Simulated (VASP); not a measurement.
Input of a VASP 6.6.1 run:

File INCAR:

```
SYSTEM = MgS
  PREC = Accurate
  ENCUT = 520
  EDIFF = 1E-7
  ISMEAR = -1
  SIGMA = 0.02
  LREAL = .False.
  LASPH = .True.
  NELM = 60
  ALGO = Normal
  ISIF = 2
  LWAVE = .False.
  LCHARG = .True.
  GGA = PE
  LELF = .True.
  LVHAR = .True.
  NBANDS = 16
```

KPOINTS

```
Automatic mesh
0
Gamma
  12 12 4
  0 0 0
```

The input POSCAR:

```
MgS
1.0
    4.2300569162      0.0000000000      0.0000000000
   -2.1150284581      3.4888921417      0.0000000000
    0.0000000000      0.0000000000      6.4543927861
Mg S
2 2
Direct
    0.3328960439      0.6657920877     -0.0052359869
    0.6671039561      0.3342079123      0.4947640131
    0.3272399667      0.6544799333      0.3802359869
    0.6727600333      0.3455200667      0.8802359869
```

Potentials or basis: VASP PAW PBE potentials, release 64 (Mg, S).

The run is started by

```bash
$ cat potpaw_PBE.64/Mg/POTCAR potpaw_PBE.64/S/POTCAR > POTCAR
$ mpirun -np 1 vasp_std > vasp.out
```

(1) Estimate the band gap on the k mesh.

(2) What does it give for the pressure?

(3) What does it give for the largest force?

Results:

(1) 3.13 eV, direct.

(2) -1.8 GPa.

(3) 0.009 eV/Å.

Caveat: the cell differs from its parent crystal (uniaxial x strain +5.0%).
